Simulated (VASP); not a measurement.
# Zr2PdS3 (P4/mmm) in VASP: notebook, part 2 of 2

VASP 6.6.1. The steps go on from the part before.

### Step 3. Single point, PBE

This run uses another cell than the first one, of 19.02 Å³/atom.

INCAR

```
SYSTEM = Zr2PdS3
ALGO = Normal ; EDIFF = 1E-7
ENCUT = 520 ; GGA = PE
ISIF = 2 ; ISMEAR = 0
LASPH = .True. ; LCHARG = .False.
LREAL = .False. ; LWAVE = .False.
NBANDS = 35 ; NELM = 60
PREC = Accurate ; SIGMA = 0.1
```

KPOINTS

```
k-points
0
Gamma
  6 6 2
  0 0 0
```

POSCAR

```
Zr2PdS3
1.0
    3.3526835500      0.0000000000      0.0000000000
    0.0000000000      3.3526835500      0.0000000000
    0.0000000000      0.0000000000     10.1507030700
Zr Pd S
2 1 3
Direct
    0.5000000000      0.5000000000      0.3248246900
    0.5000000000      0.5000000000      0.6751753100
    0.5000000000      0.5000000000      0.0000000000
    0.0000000000      0.0000000000      0.8390681100
    0.0000000000      0.0000000000      0.1609318900
    0.0000000000      0.0000000000      0.5000000000
```

Potentials or basis: VASP PAW PBE potentials, release 64 (Zr_sv, Pd, S).

The run is started by

```console
$ cat potpaw_PBE.64/Zr_sv/POTCAR potpaw_PBE.64/Pd/POTCAR potpaw_PBE.64/S/POTCAR > POTCAR
$ mpirun -np 1 vasp_std > vasp.out
```

OUTCAR:

```text
SYSTEM = Zr2PdS3
   EDIFF = 1E-7
   ENCUT = 520
   GGA = PE
   ISIF = 2
   ISMEAR = 0
   LASPH = .True.
   LREAL = .False.
   NELM = 60
   PREC = Accurate

 ion  position               nearest neighbor table
   1  0.500  0.500  0.325-   5 2.90   5 2.90   5 2.90   5 2.90   6 2.96   6 2.96   6 2.96   6 2.96
                             3 3.30   2 3.56
   2  0.500  0.500  0.675-   4 2.90   4 2.90   4 2.90   4 2.90   6 2.96   6 2.96   6 2.96   6 2.96
                             3 3.30   1 3.56
   3  0.500  0.500  0.000-   4 2.88   5 2.88   4 2.88   5 2.88   4 2.88   5 2.88   4 2.88   5 2.88
                             1 3.30   2 3.30
   4  0.000  0.000  0.839-   3 2.88   3 2.88   3 2.88   3 2.88   2 2.90   2 2.90   2 2.90   2 2.90

   5  0.000  0.000  0.161-   3 2.88   3 2.88   3 2.88   3 2.88   1 2.90   1 2.90   1 2.90   1 2.90

   6  0.000  0.000  0.500-   1 2.96   2 2.96   1 2.96   2 2.96   1 2.96   2 2.96   1 2.96   2 2.96

  LATTYP: Found a simple tetragonal cell.
 ALAT       =     3.3526835500
 C/A-ratio  =     3.0276353013

  Lattice vectors:

 A1 = (   3.3526835500,   0.0000000000,   0.0000000000)
 A2 = (   0.0000000000,   3.3526835500,   0.0000000000)
 A3 = (   0.0000000000,   0.0000000000,  10.1507030700)

Analysis of symmetry for initial positions (statically):
[... 182 lines left out ...]
 Fermi energy:         8.0962237833

 k-point     1 :       0.0000    0.0000    0.0000
  band No.  band energies     occupation
      1     -41.5184      2.00000
      2     -41.5116      2.00000
      3     -19.6542      2.00000
      4     -19.5425      2.00000
      5     -19.3060      2.00000
      6     -19.3060      2.00000
[... 749 lines left out ...]
     34      12.1116      0.00000
     35      12.1474      0.00000

------------------------ aborting loop because EDIFF is reached ----------------------------------------

  FORCE on cell =-STRESS in cart. coord.  units (eV):
  Direction    XX          YY          ZZ          XY          YZ          ZX
  --------------------------------------------------------------------------------------
  -------------------------------------------------------------------------------------
  Total       -8.4713992     -8.4713992    -11.4738931      0.0000000     -0.0000000     -0.0000000
  in kB     -118.9554868   -118.9554868   -161.1165412      0.0000000     -0.0000000     -0.0000000
  external PRESSURE =    -133.0091716 kB  Pullay stress =       0.0000000 kB

 VOLUME and BASIS-vectors are now :
 -----------------------------------------------------------------------------
  energy-cutoff  :      520.00
  volume of cell :      114.10
      direct lattice vectors                 reciprocal lattice vectors
     3.352683550  0.000000000  0.000000000     0.298268532  0.000000000  0.000000000
     0.000000000  3.352683550  0.000000000     0.000000000  0.298268532  0.000000000
     0.000000000  0.000000000 10.150703070     0.000000000  0.000000000  0.098515344

 POSITION                                       TOTAL-FORCE (eV/Angst)
 -----------------------------------------------------------------------------------
      1.67634      1.67634      3.29720        -0.000000      0.000000     -1.328027
      1.67634      1.67634      6.85350         0.000000      0.000000      1.328027
      1.67634      1.67634      0.00000         0.000000     -0.000000     -0.000000
      0.00000      0.00000      8.51713         0.000000     -0.000000     -2.023188
      0.00000      0.00000      1.63357        -0.000000     -0.000000      2.023188
      0.00000      0.00000      5.07535         0.000000     -0.000000     -0.000000
 -----------------------------------------------------------------------------------
    total drift:                                0.000000      0.000000      0.000000

  FREE ENERGIE OF THE ION-ELECTRON SYSTEM (eV)
  ---------------------------------------------------
  free  energy   TOTEN  =       -39.4570504453 eV

  energy  without entropy=      -39.4233753976  energy(sigma->0) =      -39.44021292
```

stdout:

```text
POSCAR found type information on POSCAR ZrPdS
 POSCAR found :  3 types and       6 ions
 scaLAPACK will be used
 LDA part: xc-table for (Slater+PW92), standard interpolation
 POSCAR, INCAR and KPOINTS ok, starting setup
 FFT: planning ... GRIDC
 FFT: planning ... GRID_SOFT
 FFT: planning ... GRID
 WAVECAR not read
 entering main loop
```

Wall time 53 s (1 thread of Intel Xeon 6975P-C (Granite Rapids), shared host); peak memory 0.27 GiB.

What came out:

```
Free energy            : -39.4571 eV
Pressure               : -13.3 GPa
Largest force          : 2.023 eV/Å
Band gap on the k mesh : zero (bands 26 and 27 overlap by 0.71 eV)
```

Forces in eV/Å, atoms in the order of the input:
```
Zr   0.000  0.000 -1.328
Zr   0.000  0.000  1.328
Pd   0.000  0.000  0.000
S    0.000  0.000 -2.023
S    0.000  0.000  2.023
S    0.000  0.000  0.000
```

Caveat: the cell stands under tension; forces of over 1 eV/Å act on the atoms, so gaps and moduli don't describe the material at rest.

### Step 4. Single point, PBE

INCAR

```
SYSTEM = Zr2PdS3
PREC     = Accurate       ! precision mode
ENCUT    = 520            ! plane-wave cutoff, eV
EDIFF    = 1E-7           ! SCF threshold, eV
ISMEAR   = 0              ! smearing method
SIGMA    = 0.1            ! smearing width, eV
LREAL    = .False.        ! projectors in reciprocal space
LASPH    = .True.         ! aspherical terms in the spheres
NELM     = 60             ! most SCF steps
ALGO     = Normal         ! electronic algorithm
ISIF     = 2              ! what is computed and relaxed
LWAVE    = .False.        ! write WAVECAR
LCHARG   = .True.         ! write CHGCAR
GGA      = PE             ! functional
LELF     = .True.         ! ELF
LVHAR    = .True.       
NBANDS   = 35             ! bands
```

KPOINTS

```
Automatic mesh
0
Gamma
  12 12 4
  0 0 0
```

POSCAR

```
Zr2PdS3
1.0
    3.2431587583      0.0000000000      0.0000000000
    0.0000000000      3.2431587583      0.0000000000
    0.0000000000      0.0000000000      9.6292195272
Zr Pd S
2 1 3
Direct
    0.5000000000      0.5000000000      0.3186883517
    0.5000000000      0.5000000000      0.6813116483
    0.5000000000      0.5000000000      0.0000000000
    0.0000000000      0.0000000000      0.8184855227
    0.0000000000      0.0000000000      0.1815144773
    0.0000000000      0.0000000000      0.5000000000
```

The run is started by

```console
$ cat potpaw_PBE.64/Zr_sv/POTCAR potpaw_PBE.64/Pd/POTCAR potpaw_PBE.64/S/POTCAR > POTCAR
$ mpirun -np 1 vasp_std > vasp.out
```

It took 2.1 min on 1 thread of Intel Xeon 6975P-C (Granite Rapids), shared host; peak memory 0.38 GiB.

It converged, with:

```
Free energy            : -40.6858 eV
Pressure               : 0.0 GPa
Largest force          : 0.005 eV/Å
Band gap on the k mesh : zero (bands 26 and 27 overlap by 0.93 eV)
```

Forces in eV/Å, atoms in the order of the input:
```
Zr   0.000  0.000  0.002
Zr   0.000  0.000 -0.002
Pd   0.000  0.000  0.000
S    0.000  0.000  0.005
S    0.000  0.000 -0.005
S    0.000  0.000  0.000
```

Levels at points of the mesh, in eV from the Fermi level:
```csv
k point,band 22,band 23,band 24,band 25,band 26,band 27,band 28,band 29,band 30,band 31
"(0.00, 0.00, 0.00)",-1.92,-1.90,-1.71,-0.99,-0.38,-0.38,0.69,2.26,2.50,2.83
"(0.50, 0.00, 0.00)",-1.85,-1.60,-0.91,-0.44,-0.31,-0.15,1.36,1.64,2.44,3.08
"(0.50, 0.50, 0.00)",-1.18,-0.69,-0.54,-0.46,-0.06,1.33,1.61,1.61,3.32,3.35
"(0.00, 0.00, 0.50)",-2.24,-2.08,-1.59,-0.99,-0.33,-0.33,0.57,2.72,2.82,2.99
"(0.50, 0.00, 0.50)",-1.61,-1.13,-1.02,-0.91,-0.44,-0.17,1.55,1.79,2.19,3.32
"(0.50, 0.50, 0.50)",-1.11,-1.11,-0.86,-0.46,0.43,1.41,1.41,2.03,3.78,3.87
```

### Step 5. Single point, PBE

INCAR

```
  PREC = Accurate
  ENCUT = 520
  EDIFF = 1E-6
  ISMEAR = 0
  SIGMA = 0.1
  LREAL = F
  LASPH = T
  NELM = 80
  ALGO = Normal
  ISIF = 2
  LWAVE = F
  LCHARG = F
  GGA = PE
  NBANDS = 35
```

KPOINTS

```
regular mesh
0
Gamma
  12 12 4
```

POSCAR is that of step 4.

Potentials or basis: VASP PAW PBE potentials, release 64 (Zr_sv, Pd, S).

The run is started by

```console
$ cat potpaw_PBE.64/Zr_sv/POTCAR potpaw_PBE.64/Pd/POTCAR potpaw_PBE.64/S/POTCAR > POTCAR
$ mpirun -np 1 vasp_std > vasp.out
```

OUTCAR:

```text
PREC = Accurate
   ENCUT = 520
   EDIFF = 1E-6
   ISMEAR = 0
   LREAL = F
   LASPH = T
   NELM = 80
   ISIF = 2
   GGA = PE

 ion  position               nearest neighbor table
   1  0.500  0.500  0.319-   5 2.65   5 2.65   5 2.65   5 2.65   6 2.88   6 2.88   6 2.88   6 2.88
                             3 3.07   2 3.49
   2  0.500  0.500  0.681-   4 2.65   4 2.65   4 2.65   4 2.65   6 2.88   6 2.88   6 2.88   6 2.88
                             3 3.07   1 3.49
   3  0.500  0.500  0.000-   4 2.88   5 2.88   4 2.88   5 2.88   4 2.88   5 2.88   4 2.88   5 2.88
                             1 3.07   2 3.07
[... 1125 lines left out ...]
  Total       -0.0187237     -0.0187237     -0.0062252      0.0000000      0.0000000      0.0000000
  in kB       -0.2961937     -0.2961937     -0.0984777      0.0000000      0.0000000      0.0000000
  external PRESSURE =      -0.2302884 kB  Pullay stress =       0.0000000 kB

 VOLUME and BASIS-vectors are now :
 -----------------------------------------------------------------------------
  energy-cutoff  :      520.00
  volume of cell :      101.28
      direct lattice vectors                 reciprocal lattice vectors
     3.243158758  0.000000000  0.000000000     0.308341365  0.000000000  0.000000000
     0.000000000  3.243158758  0.000000000     0.000000000  0.308341365  0.000000000
     0.000000000  0.000000000  9.629219527     0.000000000  0.000000000  0.103850577

 POSITION                                       TOTAL-FORCE (eV/Angst)
 -----------------------------------------------------------------------------------
      1.62158      1.62158      3.06872         0.000000      0.000000      0.001877
      1.62158      1.62158      6.56050        -0.000000      0.000000     -0.001877
      1.62158      1.62158      0.00000        -0.000000     -0.000000      0.000000
      0.00000      0.00000      7.88138        -0.000000     -0.000000      0.005301
      0.00000      0.00000      1.74784        -0.000000     -0.000000     -0.005301
      0.00000      0.00000      4.81461        -0.000000     -0.000000      0.000000
 -----------------------------------------------------------------------------------
    total drift:                                0.000000     -0.000000     -0.000000

  FREE ENERGIE OF THE ION-ELECTRON SYSTEM (eV)
  ---------------------------------------------------
  free  energy   TOTEN  =       -40.6858235282 eV

  energy  without entropy=      -40.6587551515  energy(sigma->0) =      -40.67228934
```

stdout:

```text
POSCAR found type information on POSCAR ZrPdS
 POSCAR found :  3 types and       6 ions
 scaLAPACK will be used
 LDA part: xc-table for (Slater+PW92), standard interpolation
 POSCAR, INCAR and KPOINTS ok, starting setup
 FFT: planning ... GRIDC
 FFT: planning ... GRID_SOFT
 FFT: planning ... GRID
 WAVECAR not read
 entering main loop
```

It took 1.9 min on 1 thread of Intel Xeon 6975P-C (Granite Rapids), shared host; peak memory 0.38 GiB.

Results:

```yaml
Free_energy: -40.6858 eV
Pressure: 0.0 GPa
Largest_force: 0.005 eV/Å
Band_gap_on_the_k_mesh: zero (bands 26 and 27 overlap by 0.93 eV)
```

Forces in eV/Å, atoms in the order of the input:
```
Zr   0.000  0.000  0.002
Zr   0.000  0.000 -0.002
Pd   0.000  0.000  0.000
S    0.000  0.000  0.005
S    0.000  0.000 -0.005
S    0.000  0.000  0.000
```

Levels at points of the mesh, in eV from the Fermi level:
```
           k point  band 23  band 24  band 25  band 26  band 27  band 28  band 29  band 30
(0.00, 0.00, 0.00)    -1.90    -1.71    -0.99    -0.38    -0.38     0.69     2.26     2.50
(0.50, 0.00, 0.00)    -1.60    -0.91    -0.44    -0.31    -0.15     1.36     1.64     2.44
(0.50, 0.50, 0.00)    -0.69    -0.54    -0.46    -0.06     1.33     1.61     1.61     3.32
(0.00, 0.00, 0.50)    -2.08    -1.59    -0.99    -0.33    -0.33     0.57     2.72     2.82
(0.50, 0.00, 0.50)    -1.13    -1.02    -0.91    -0.44    -0.17     1.55     1.79     2.19
(0.50, 0.50, 0.50)    -1.11    -0.86    -0.46     0.43     1.41     1.41     2.03     3.78
```

### Step 6. Relaxation of cell and atoms, PBE

This run uses another cell than the first one, of 19.02 Å³/atom.

INCAR

```
PREC = Accurate
ENCUT = 600
EDIFF = 1E-7
ISMEAR = 0
SIGMA = 0.1
LREAL = False
LASPH = True
NELM = 80
ALGO = Normal
ISIF = 3
LWAVE = False
LCHARG = False
GGA = PE
IBRION = 2
NSW = 90
EDIFFG = -0.04
```

KPOINTS

```
regular mesh
0
Gamma
  6 6 2
```

POSCAR

```
Zr2PdS3
1.0
    3.3526835500      0.0000000000      0.0000000000
    0.0000000000      3.3526835500      0.0000000000
    0.0000000000      0.0000000000     10.1507030700
Zr Pd S
2 1 3
Direct
    0.5000000000      0.5000000000      0.3248246900
    0.5000000000      0.5000000000      0.6751753100
    0.5000000000      0.5000000000      0.0000000000
    0.0000000000      0.0000000000      0.8390681100
    0.0000000000      0.0000000000      0.1609318900
    0.0000000000      0.0000000000      0.5000000000
```

Potentials or basis: VASP PAW PBE potentials, release 64 (Zr_sv, Pd, S).

The run is started by

```console
$ cat potpaw_PBE.64/Zr_sv/POTCAR potpaw_PBE.64/Pd/POTCAR potpaw_PBE.64/S/POTCAR > POTCAR
$ mpirun -np 1 vasp_std > vasp.out
```

Wall time 7.9 min (1 thread of Intel Xeon 6975P-C (Granite Rapids), shared host); peak memory 0.31 GiB.

Results (log left out):

* Free energy: -40.7086 eV
* Relaxed volume: 16.89 Å³/atom
* Relaxed cell: a = 3.245 Å, b = 3.245 Å, c = 9.625 Å, α = 90.00°, β = 90.00°, γ = 90.00°
* Space group after relaxing (to 0.1 Å): P4/mmm (No. 123)
* Energy gained by relaxing: 208.5 meV/atom
* Ionic steps: 12
* Pressure after relaxing: 0.0 GPa
* Largest force after relaxing: 0.005 eV/Å
* Band gap on the k mesh: zero (bands 26 and 27 overlap by 0.86 eV)

Forces in eV/Å, atoms in the order of the input:
```
Zr   0.000  0.000  0.005
Zr   0.000  0.000 -0.005
Pd   0.000  0.000  0.000
S    0.000  0.000  0.002
S    0.000  0.000 -0.002
S    0.000  0.000  0.000
```

The path:
| step | energy change (eV) | largest force (eV/Å) | pressure (GPa) | volume (Å³) |
| --- | --- | --- | --- | --- |
| 1 | 0.0000 | 2.0236 | -13.28 | 114.10 |
| 2 | -0.6523 | 0.6732 | 17.17 | 89.98 |
| 3 | -1.0012 | 1.4367 | 2.38 | 97.84 |
| 4 | -1.0015 | 1.4145 | 2.85 | 97.53 |
| 5 | -1.2018 | 0.4544 | 2.28 | 98.84 |
| 6 | -1.2132 | 0.2325 | 2.26 | 99.23 |
| 7 | -1.2326 | 0.2529 | -1.90 | 102.69 |
| 8 | -1.2372 | 0.2201 | -0.69 | 101.61 |
| 9 | -1.2461 | 0.1291 | -0.13 | 101.32 |
| 10 | -1.2470 | 0.1265 | 0.12 | 101.20 |
| 11 | -1.2501 | 0.0653 | 0.03 | 101.29 |
| 12 | -1.2511 | 0.0046 | -0.05 | 101.37 |

Final structure:
```yaml
crystal:
  lattice:
    - [3.24521, 0.00000, 0.00000]
    - [0.00000, 3.24521, 0.00000]
    - [0.00000, 0.00000, 9.62544]
  atoms:
    - { symbol: Zr, position: [0.50000, 0.50000, 0.31830] }
    - { symbol: Zr, position: [0.50000, 0.50000, 0.68170] }
    - { symbol: Pd, position: [0.50000, 0.50000, 0.00000] }
    - { symbol: S, position: [0.00000, 0.00000, 0.81813] }
    - { symbol: S, position: [0.00000, 0.00000, 0.18187] }
    - { symbol: S, position: [0.00000, 0.00000, 0.50000] }
```

Levels at points of the mesh, in eV from the Fermi level:
```tsv
k point	band 23	band 24	band 25	band 26	band 27	band 28	band 29	band 30
(0.00, 0.00, 0.00)	-1.90	-1.72	-1.01	-0.40	-0.40	0.70	2.26	2.48
(0.50, 0.00, 0.00)	-1.62	-0.90	-0.46	-0.33	-0.16	1.36	1.62	2.42
(0.50, 0.50, 0.00)	-0.68	-0.56	-0.48	-0.07	1.32	1.60	1.60	3.30
(0.00, 0.00, 0.50)	-2.08	-1.60	-1.01	-0.36	-0.36	0.58	2.73	2.81
(0.50, 0.00, 0.50)	-1.15	-1.03	-0.91	-0.46	-0.18	1.55	1.77	2.17
(0.50, 0.50, 0.50)	-1.13	-0.86	-0.48	0.42	1.41	1.41	2.01	3.77
```

### Step 7. Overview

```tsv
task	cell	k mesh	cutoff (eV)	gap on the mesh (eV)	pressure (GPa)	largest force (eV/Å)
single point	a = 3.245, b = 3.245, c = 9.620 Å, 6 atoms, atomic positions A	6 × 6 × 2	520	none	0.0	0.02
single point	a = 3.353, b = 3.353, c = 10.151 Å, 6 atoms, atomic positions B	6 × 6 × 2	520	none	-13.3	2.02
single point	a = 3.243, b = 3.243, c = 9.629 Å, 6 atoms, atomic positions A	12 × 12 × 4	520	none	0.0	0.01
relaxation of cell and atoms	relaxed from a = 3.353, b = 3.353, c = 10.151 Å, 6 atoms, atomic positions B	6 × 6 × 2	600	none	0.0	-
```

Alike in all rows: level PBE; potentials or basis VASP PAW PBE potentials, release 64 (Zr_sv, Pd, S); no spin polarisation; smearing gaussian 0.1 eV.

Caveats: the cell stands under tension (at least some runs); forces of over 1 eV/Å act on the atoms, so gaps and moduli don't describe the material at rest (at least some runs).

Absolute energies hang on the potentials; compare differences alone.
